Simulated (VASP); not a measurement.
# Sb (P2_1/m) in VASP: notebook

Runs on Sb. Level: r2SCAN. Tasks: single point.

All numbers are computed with VASP 6.6.1; they aren't measurements. Logs are shortened: lines on timing, memory, paths and dates and some standing lists are left out, and cuts for length are marked.

## 1. The cell of the first run

The structure is monoclinic, space group P2_1/m (No. 11). Conventional cell: a = 4.558 Å, b = 4.450 Å, c = 6.543 Å, α = 90.00°, β = 101.72°, γ = 90.00°. Sb (site symmetry m) has 7 Sb at 2.94 to 3.78 Å within 3.9 Å. Sb (site symmetry m) has 7 Sb at 2.94 to 3.77 Å within 3.9 Å.

## 2. Single point, r2SCAN

The input, POSCAR:

```
Sb
1.0
    4.5576856421      0.0000000000      0.0000000000
    0.0000000000      4.4503796612      0.0000000000
   -1.3292644138      0.0000000000      6.4064972283
Sb
4
Direct
    0.3399300000      0.2500000000      0.6836700000
    0.9366380000      0.7500000000      0.7627580000
    0.0633620000      0.2500000000      0.2372420000
    0.6600700000      0.7500000000      0.3163300000
```

The input, INCAR.step1:

```
SYSTEM = Sb
ALGO = Normal
EDIFF = 1E-4
ENCUT = 520
GGA = PE
ISMEAR = -1
LASPH = .True.
LCHARG = .False.
LREAL = .False.
LWAVE = .True.
NBANDS = 18
NELM = 80
PREC = Accurate
SIGMA = 0.05
```

The input, INCAR.step2:

```
SYSTEM = Sb
ALGO = Normal
EDIFF = 1E-7
ENCUT = 520
ISIF = 2
ISMEAR = -1
ISTART = 1
LASPH = .True.
LCHARG = .False.
LMIXTAU = .True.
LREAL = .False.
LWAVE = .False.
METAGGA = R2SCAN
NBANDS = 18
NELM = 80
PREC = Accurate
SIGMA = 0.05
```

The input, KPOINTS:

```
k-points
0
Gamma
  6 6 4
  0 0 0
```

Potentials or basis: VASP PAW PBE potentials, release 64 (Sb).

Launch:

```bash
cat potpaw_PBE.64/Sb/POTCAR > POTCAR
cp INCAR.step1 INCAR
mpirun -np 1 vasp_std > vasp.out
cp INCAR.step2 INCAR
mpirun -np 1 vasp_std > vasp.out
```

OUTCAR:

```text
SYSTEM = Sb
   EDIFF = 1E-7
   ENCUT = 520
   ISIF = 2
   ISMEAR = -1
   ISTART = 1
   LASPH = .True.
   LREAL = .False.
   METAGGA = R2SCAN
   NELM = 80
   PREC = Accurate

 ion  position               nearest neighbor table
   1  0.340  0.250  0.684-   3 2.94   2 3.00   2 3.00   2 3.47   2 3.47   4 3.78   4 3.78
   2  0.937  0.750  0.763-   4 2.94   1 3.00   1 3.00   1 3.47   1 3.47   3 3.77   3 3.77
   3  0.063  0.250  0.237-   1 2.94   4 3.00   4 3.00   4 3.47   4 3.47   2 3.77   2 3.77
   4  0.660  0.750  0.316-   2 2.94   3 3.00   3 3.00   3 3.47   3 3.47   1 3.78   1 3.78

  LATTYP: Found a simple monoclinic cell.
 ALAT       =     4.5576856421
 B/A-ratio  =     0.9764560373
 C/A-ratio  =     1.4355853266
 COS(beta)  =    -0.2031599047

  Lattice vectors:

 A1 = (   4.5576856421,   0.0000000000,   0.0000000000)
 A2 = (   0.0000000000,   4.4503796612,   0.0000000000)
 A3 = (  -1.3292644138,   0.0000000000,   6.4064972283)

Analysis of symmetry for initial positions (statically):
=====================================================================
 Subroutine PRICEL returns:
 Original cell was already a primitive cell.

 Routine SETGRP: Setting up the symmetry group for a
 simple monoclinic supercell.

 Subroutine GETGRP returns: Found  4 space group operations
 (whereof  2 operations were pure point group operations)
 out of a pool of  4 trial point group operations.

The static configuration has the point symmetry S_2 .
 The point group associated with its full space group is C_2h.

Analysis of symmetry for dynamics (positions and initial velocities):
=====================================================================
 Subroutine PRICEL returns:
 Original cell was already a primitive cell.

 Routine SETGRP: Setting up the symmetry group for a
 simple monoclinic supercell.

 Subroutine GETGRP returns: Found  4 space group operations
 (whereof  2 operations were pure point group operations)
 out of a pool of  4 trial point group operations.

The dynamic configuration has the point symmetry S_2 .
 The point group associated with its full space group is C_2h.

 Subroutine INISYM returns: Found  4 space group operations
 (whereof  2 operations are pure point group operations),
 and found     1 'primitive' translations

----------------------------------------------------------------------------------------

                                     Primitive cell

  volume of cell :     129.9457

  direct lattice vectors                    reciprocal lattice vectors
     4.557685642  0.000000000  0.000000000     0.219409604  0.000000000  0.045524624
     0.000000000  4.450379661  0.000000000     0.000000000  0.224699930  0.000000000
    -1.329264414  0.000000000  6.406497228     0.000000000  0.000000000  0.156091537

  length of vectors
     4.557685642  4.450379661  6.542946631     0.224082720  0.224699930  0.156091537

  position of ions in fractional coordinates (direct lattice)
     0.339930000  0.250000000  0.683670000
     0.936638000  0.750000000  0.762758000
     0.063362000  0.250000000  0.237242000
     0.660070000  0.750000000  0.316330000

  ion indices of the primitive-cell ions
   primitive index   ion index
                 1           1
                 2           2
                 3           3
                 4           4

----------------------------------------------------------------------------------------

 KPOINTS: k-points

Automatic generation of k-mesh.
 Grid dimensions read from file:
 generate k-points for:    6    6    4

 Generating k-lattice:

  Cartesian coordinates                     Fractional coordinates (reciprocal lattice)
     0.036568267  0.000000000  0.007587437     0.166666667  0.000000000  0.000000000
     0.000000000  0.037449988  0.000000000     0.000000000  0.166666667  0.000000000
     0.000000000  0.000000000  0.039022884     0.000000000  0.000000000  0.250000000

  Length of vectors
     0.037347120  0.037449988  0.039022884

  Shift w.r.t. Gamma in fractional coordinates (k-lattice)
     0.000000000  0.000000000  0.000000000

 Subroutine IBZKPT returns following result:
 ===========================================

 Found     56 irreducible k-points:

 Following reciprocal coordinates:
            Coordinates               Weight
  0.000000  0.000000  0.000000      1.000000
  0.166667  0.000000  0.000000      2.000000
  0.333333  0.000000  0.000000      2.000000
  0.500000  0.000000  0.000000      1.000000
  0.000000  0.166667  0.000000      2.000000
  0.166667  0.166667  0.000000      4.000000
[... 16 lines left out ...]
  0.000000  0.166667  0.250000      4.000000
  0.166667  0.166667  0.250000      4.000000
 [... further k-points ...]
   k-points           NKPTS =     56   k-points in BZ     NKDIM =     56   number of bands    NBANDS=     18
   number of dos      NEDOS =    301   number of ions     NIONS =      4
   total plane-waves  NPLWV =  64800
[... 32 lines left out ...]
   IALGO  =     38    algorithm
   IMIX   =      4    mixing-type and parameters
     AMIX     =   0.40;   BMIX     =  1.00
     AMIX_MAG =   1.60;   BMIX_MAG =  1.00
  volume/ion in A,a.u.               =      32.49       219.23
  Fermi-wavevector in a.u.,A,eV,Ry     =   0.877332  1.657918 10.472568  0.769712
  Thomas-Fermi vector in A             =   1.997266
   LORBIT       =      0    0 simple, 1 ext, 2 COOP (PROOUT), +10 PAW based schemes
   METAGGA = R2SCAN    functional components
   LHFCALC =     F    Hartree Fock is set to
   AEXX    =    0.0000 exact exchange contribution
   IVDW    =     0    specifies the selected vdW correction
   LEPSILON=     F    determine dielectric tensor
   LRPA    =     F    only Hartree local field effects (RPA)
 non-spin polarized calculation
  energy-cutoff  :      520.00
  volume of cell :      129.95
 maximum number of plane-waves:      3528
 NGX is ok and might be reduce to    36
   NGX = 17   NGY = 17   NGZ = 25

 number of electron      20.0000000 magnetization

 Free energy of the ion-electron system (eV)
  ---------------------------------------------------
  ext. energy  EPLUGINS =         0.00000000
  ---------------------------------------------------
  free energy    TOTEN  =      -102.25989997 eV

  energy without entropy =     -102.25517695  energy(sigma->0) =     -102.25753846

 E-fermi :   6.1641     XC(G=0):  -9.6502

 val. band max:        6.0468242540   @ k =  -0.1667   0.0000   0.2500
 cond. band min:       6.1760557928   @ k =   0.3333   0.0000   0.0000
 fundamental gap:      0.1292315388
 Fermi energy:         6.1640628428

 k-point     1 :       0.0000    0.0000    0.0000
  band No.  band energies     occupation
      1      -6.5063      2.00000
      2      -4.0255      2.00000
      3      -1.4237      2.00000
      4      -0.4132      2.00000
      5       1.8249      2.00000
      6       2.5535      2.00000
[... 10 lines left out ...]
     17      10.3820      0.00000
     18      11.9972      0.00000

 k-point     2 :       0.1667    0.0000    0.0000
  band No.  band energies     occupation
      1      -6.3250      2.00000
      2      -3.8921      2.00000
      3      -2.0409      2.00000
      4      -0.5658      2.00000
      5       1.5830      2.00000
      6       2.7692      2.00000
[... 10 lines left out ...]
     17      10.5198      0.00000
     18      12.1111      0.00000

 k-point     3 :       0.3333    0.0000    0.0000
  band No.  band energies     occupation
      1      -5.8222      2.00000
      2      -3.6317      2.00000
      3      -3.0759      2.00000
      4      -1.2360      2.00000
      5       1.8187      2.00000
      6       3.3683      2.00000
[... 10 lines left out ...]
     17      11.9996      0.00000
     18      12.3799      0.00000

 k-point     4 :       0.5000    0.0000    0.0000
  band No.  band energies     occupation
      1      -5.3680      2.00000
      2      -4.0382      2.00000
      3      -3.0750      2.00000
      4      -1.7304      2.00000
      5       2.2722      2.00000
      6       3.7915      2.00000
[... 375 lines left out ...]
      4      -0.3642      2.00000
      5       1.7814      2.00000
      6       2.8824      2.00000
[... 10 lines left out ...]
     17      11.0233      0.00000
     18      12.1025      0.00000

 k-point    23 :       0.0000    0.1667    0.2500
  band No.  band energies     occupation
      1      -6.1599      2.00000
      2      -4.2411      2.00000
      3      -2.0658      2.00000
      4      -0.3673      2.00000
      5       2.1342      2.00000
      6       3.0225      2.00000
[... 10 lines left out ...]
     17      10.5764      0.00000
     18      11.7645      0.00000

 k-point    24 :       0.1667    0.1667    0.2500
  band No.  band energies     occupation
      1      -5.9441      2.00000
      2      -4.1865      2.00000
      3      -2.4224      2.00000
      4      -0.5727      2.00000
      5       2.2158      2.00000
      6       2.6326      2.00000
[... 10 lines left out ...]
     17      11.0239      0.00000
     18      11.9951      0.00000

 [... further k-points ...]
[... 5 lines left out ...]
  --------------------------------------------------------------------------------------
  -------------------------------------------------------------------------------------
  Total       -1.1399038     -1.8002308     -0.8703930      0.0000000      0.0000000      0.1138869
  in kB      -14.0545424    -22.1961010    -10.7315861      0.0000000      0.0000000      1.4041780
  external PRESSURE =     -15.6607432 kB  Pullay stress =       0.0000000 kB

 VOLUME and BASIS-vectors are now :
 -----------------------------------------------------------------------------
  energy-cutoff  :      520.00
  volume of cell :      129.95
      direct lattice vectors                 reciprocal lattice vectors
     4.557685642  0.000000000  0.000000000     0.219409604  0.000000000  0.045524624
     0.000000000  4.450379661  0.000000000     0.000000000  0.224699930  0.000000000
    -1.329264414  0.000000000  6.406497228     0.000000000  0.000000000  0.156091537

 POSITION                                       TOTAL-FORCE (eV/Angst)
 -----------------------------------------------------------------------------------
      0.64052      1.11259      4.37993        -0.334772      0.000000     -0.013240
      3.25499      3.33778      4.88661         0.270882      0.000000     -0.318920
     -0.02657      1.11259      1.51989        -0.270882      0.000000      0.318920
      2.58791      3.33778      2.02657         0.334772      0.000000      0.013240
 -----------------------------------------------------------------------------------
    total drift:                               -0.000000      0.000000      0.000000

  FREE ENERGIE OF THE ION-ELECTRON SYSTEM (eV)
  ---------------------------------------------------
  free  energy   TOTEN  =      -102.2598999687 eV

  energy  without entropy=     -102.2551769454  energy(sigma->0) =     -102.25753846
```

Run time: 2.4 min. Hardware: 1 thread of Intel Xeon 6975P-C (Granite Rapids), shared host; peak memory 0.31 GiB.

Results:

```yaml
Free_energy: -102.2599 eV
Pressure: -1.6 GPa
Largest_force: 0.418 eV/Å
Band_gap_on_the_k_mesh: zero (band 10 reaches 6.36 eV, above the bottom of band 11 at 5.80 eV)
```

Forces in eV/Å, atoms in the order of the input:
```
Sb  -0.335  0.000 -0.013
Sb   0.271  0.000 -0.319
Sb  -0.271  0.000  0.319
Sb   0.335  0.000  0.013
```

Levels at points of the mesh, in eV from the Fermi level:
| k point | band 7 | band 8 | band 9 | band 10 | band 11 | band 12 | band 13 | band 14 |
| --- | --- | --- | --- | --- | --- | --- | --- | --- |
| (0.00, 0.00, 0.00) | -2.93 | -2.26 | -1.54 | -0.22 | 2.21 | 2.87 | 2.97 | 3.15 |
| (0.50, 0.00, 0.00) | -2.25 | -1.03 | -1.01 | -0.71 | 0.24 | 1.21 | 1.28 | 1.45 |
| (0.00, 0.50, 0.00) | -1.51 | -1.51 | -1.19 | -1.19 | 0.49 | 0.49 | 1.42 | 1.42 |
| (0.50, 0.50, 0.00) | -3.63 | -3.63 | -2.43 | -2.43 | 1.00 | 1.00 | 5.12 | 5.12 |
| (0.00, 0.00, 0.50) | -2.61 | -2.27 | -1.86 | -1.61 | 0.71 | 2.02 | 2.32 | 3.06 |
| (0.50, 0.00, 0.50) | -1.92 | -1.16 | -0.79 | -0.72 | -0.36 | 0.73 | 1.14 | 1.33 |
| (0.00, 0.50, 0.50) | -1.74 | -1.74 | -0.91 | -0.91 | 0.17 | 0.17 | 1.08 | 1.08 |
| (0.50, 0.50, 0.50) | -3.95 | -3.95 | -1.41 | -1.41 | 2.10 | 2.10 | 3.75 | 3.75 |

Caveat: the PAW data sets were made with another functional, which shifts forces and pressure a little; spin-orbit coupling is left out, which moves the levels of the heavy elements.

## 3. Single point, r2SCAN

This run uses another cell than the first one, of 33.12 Å³/atom, 1.020 times its volume.

The input, POSCAR:

```
Sb
1.0
    4.5872818327      0.0000000000      0.0000000000
    0.0000000000      4.4792790402      0.0000000000
   -1.3378962428      0.0000000000      6.4480990254
Sb
4
Direct
    0.3399300000      0.2500000000      0.6836700000
    0.9366380000      0.7500000000      0.7627580000
    0.0633620000      0.2500000000      0.2372420000
    0.6600700000      0.7500000000      0.3163300000
```

The input, INCAR.step1:

```
  ALGO = Normal
  EDIFF = 1E-4
  ENCUT = 520
  GGA = PE
  ISMEAR = -1
  LASPH = T
  LCHARG = F
  LREAL = F
  LWAVE = T
  NBANDS = 18
  NELM = 60
  PREC = Accurate
  SIGMA = 0.05
```

The input, INCAR.step2:

```
  ALGO = Normal
  EDIFF = 1E-6
  ENCUT = 520
  ISIF = 2
  ISMEAR = -1
  ISTART = 1
  LASPH = T
  LCHARG = T
  LELF = T
  LMIXTAU = T
  LREAL = F
  LVHAR = T
  LWAVE = F
  METAGGA = R2SCAN
  NBANDS = 18
  NELM = 60
  PREC = Accurate
  SIGMA = 0.05
```

The input, KPOINTS:

```
k-points
0
Gamma
  6 6 4
```

Potentials or basis: VASP PAW PBE potentials, release 64 (Sb).

Launch:

```bash
cat potpaw_PBE.64/Sb/POTCAR > POTCAR
cp INCAR.step1 INCAR
mpirun -np 1 vasp_std > vasp.out
cp INCAR.step2 INCAR
mpirun -np 1 vasp_std > vasp.out
```

Wall time 2.5 min (1 thread of Intel Xeon 6975P-C (Granite Rapids), shared host); peak memory 0.31 GiB.

Results (log left out):

- Free energy: -102.2281 eV
- Pressure: -2.4 GPa
- Largest force: 0.530 eV/Å
- Band gap on the k mesh: zero (band 10 reaches 6.10 eV, above the bottom of band 11 at 5.61 eV)

Forces in eV/Å, atoms in the order of the input:
```
Sb  -0.424  0.000 -0.073
Sb   0.325  0.000 -0.419
Sb  -0.325  0.000  0.419
Sb   0.424  0.000  0.073
```

Stress tensor (GPa, compression positive):
```
-2.20  0.00  0.12
 0.00 -3.14  0.00
 0.12  0.00 -1.90
```

Levels at points of the mesh, in eV from the Fermi level:
| k point | band 6 | band 7 | band 8 | band 9 | band 10 | band 11 | band 12 | band 13 | band 14 | band 15 |
| --- | --- | --- | --- | --- | --- | --- | --- | --- | --- | --- |
| (0.00, 0.00, 0.00) | -3.51 | -2.85 | -2.19 | -1.49 | -0.22 | 2.24 | 2.85 | 2.93 | 3.12 | 3.19 |
| (0.50, 0.00, 0.00) | -2.30 | -2.18 | -1.00 | -0.97 | -0.70 | 0.27 | 1.18 | 1.23 | 1.46 | 1.92 |
| (0.00, 0.50, 0.00) | -3.61 | -1.47 | -1.47 | -1.14 | -1.14 | 0.49 | 0.49 | 1.42 | 1.42 | 3.75 |
| (0.50, 0.50, 0.00) | -4.88 | -3.53 | -3.53 | -2.37 | -2.37 | 1.04 | 1.04 | 5.01 | 5.01 | 5.38 |
| (0.00, 0.00, 0.50) | -3.12 | -2.55 | -2.20 | -1.81 | -1.54 | 0.71 | 2.04 | 2.33 | 3.02 | 4.15 |
| (0.50, 0.00, 0.50) | -2.19 | -1.86 | -1.12 | -0.77 | -0.72 | -0.31 | 0.73 | 1.13 | 1.32 | 1.68 |
| (0.00, 0.50, 0.50) | -2.05 | -1.71 | -1.71 | -0.87 | -0.87 | 0.17 | 0.17 | 1.10 | 1.10 | 2.27 |
| (0.50, 0.50, 0.50) | -5.13 | -3.85 | -3.85 | -1.38 | -1.38 | 2.10 | 2.10 | 3.74 | 3.74 | 4.70 |

Caveat: the PAW data sets were made with another functional, which shifts forces and pressure a little; spin-orbit coupling is left out, which moves the levels of the heavy elements.

## 4. Single point, r2SCAN

This run uses another cell than the first one, of 33.76 Å³/atom, 1.039 times its volume.

The input, POSCAR:

```
Sb
1.0
    4.6165009761      0.0000000000      0.0000000000
    0.0000000000      4.5078102492      0.0000000000
   -1.3464181047      0.0000000000      6.4891708272
Sb
4
Direct
    0.3399300000      0.2500000000      0.6836700000
    0.9366380000      0.7500000000      0.7627580000
    0.0633620000      0.2500000000      0.2372420000
    0.6600700000      0.7500000000      0.3163300000
```

The input, INCAR.step1:

```
SYSTEM = Sb
PREC = Accurate
ENCUT = 520
ISMEAR = -1
SIGMA = 0.05
LREAL = .False.
LASPH = .True.
NELM = 80
NBANDS = 18
GGA = PE
ALGO = Normal
EDIFF = 1E-4
LWAVE = .True.
LCHARG = .False.
```

The input, INCAR.step2:

```
SYSTEM = Sb
PREC = Accurate
ENCUT = 520
EDIFF = 1E-6
ISMEAR = -1
SIGMA = 0.05
LREAL = .False.
LASPH = .True.
NELM = 80
ALGO = Normal
ISIF = 2
LWAVE = .False.
LCHARG = .False.
METAGGA = R2SCAN
LMIXTAU = .True.
NBANDS = 18
ISTART = 1
```

The input, KPOINTS:

```
regular mesh
0
Gamma
  6 6 4
  0 0 0
```

Launch:

```bash
cat potpaw_PBE.64/Sb/POTCAR > POTCAR
cp INCAR.step1 INCAR
mpirun -np 1 vasp_std > vasp.out
cp INCAR.step2 INCAR
mpirun -np 1 vasp_std > vasp.out
```

Run time: 2.4 min. Hardware: 1 thread of Intel Xeon 6975P-C (Granite Rapids), shared host; peak memory 0.31 GiB.

The run converged. Its results:

| Item | Value |
| --- | --- |
| Free energy | -102.1837 eV |
| Pressure | -3.2 GPa |
| Largest force | 0.634 eV/Å |
| Band gap on the k mesh | zero (band 10 reaches 5.86 eV, above the bottom of band 11 at 5.43 eV) |

Forces in eV/Å, atoms in the order of the input:
```
Sb  -0.508  0.000 -0.129
Sb   0.376  0.000 -0.511
Sb  -0.376  0.000  0.511
Sb   0.508  0.000  0.129
```

Stress tensor (GPa, compression positive):
```
-2.90  0.00  0.11
 0.00 -3.97  0.00
 0.11  0.00 -2.63
```

Levels at points of the mesh, in eV from the Fermi level:
| k point | band 8 | band 9 | band 10 | band 11 | band 12 | band 13 |
| --- | --- | --- | --- | --- | --- | --- |
| (0.00, 0.00, 0.00) | -2.13 | -1.45 | -0.22 | 2.26 | 2.84 | 2.89 |
| (0.50, 0.00, 0.00) | -0.97 | -0.93 | -0.68 | 0.29 | 1.15 | 1.18 |
| (0.00, 0.50, 0.00) | -1.44 | -1.10 | -1.10 | 0.48 | 0.48 | 1.42 |
| (0.50, 0.50, 0.00) | -3.44 | -2.31 | -2.31 | 1.07 | 1.07 | 4.91 |
| (0.00, 0.00, 0.50) | -2.14 | -1.77 | -1.49 | 0.71 | 2.05 | 2.33 |
| (0.50, 0.00, 0.50) | -1.08 | -0.75 | -0.72 | -0.27 | 0.72 | 1.11 |
| (0.00, 0.50, 0.50) | -1.68 | -0.84 | -0.84 | 0.17 | 0.17 | 1.10 |
| (0.50, 0.50, 0.50) | -3.75 | -1.34 | -1.34 | 2.09 | 2.09 | 3.72 |

Caveat: the PAW data sets were made with another functional, which shifts forces and pressure a little; spin-orbit coupling is left out, which moves the levels of the heavy elements.

## 5. Summary

```csv
cell,gap on the mesh (eV),pressure (GPa),largest force (eV/Å)
"a = 4.558, b = 4.450, c = 6.543 Å, angles 90.0, 101.7, 90.0°, 4 atoms",none,-1.6,0.42
"a = 4.587, b = 4.479, c = 6.585 Å, angles 90.0, 101.7, 90.0°, 4 atoms",none,-2.4,0.53
"a = 4.617, b = 4.508, c = 6.627 Å, angles 90.0, 101.7, 90.0°, 4 atoms",none,-3.2,0.63
```

Alike in all rows: task single point; level r2SCAN; potentials or basis VASP PAW PBE potentials, release 64 (Sb); no spin polarisation; k mesh 6 × 6 × 4; cutoff (eV) 520; smearing fermi-dirac 0.05 eV.

Caveats: the PAW data sets were made with another functional, which shifts forces and pressure a little; spin-orbit coupling is left out, which moves the levels of the heavy elements.

Total energies depend on the potentials used, so only differences within one code and one set of settings carry meaning.
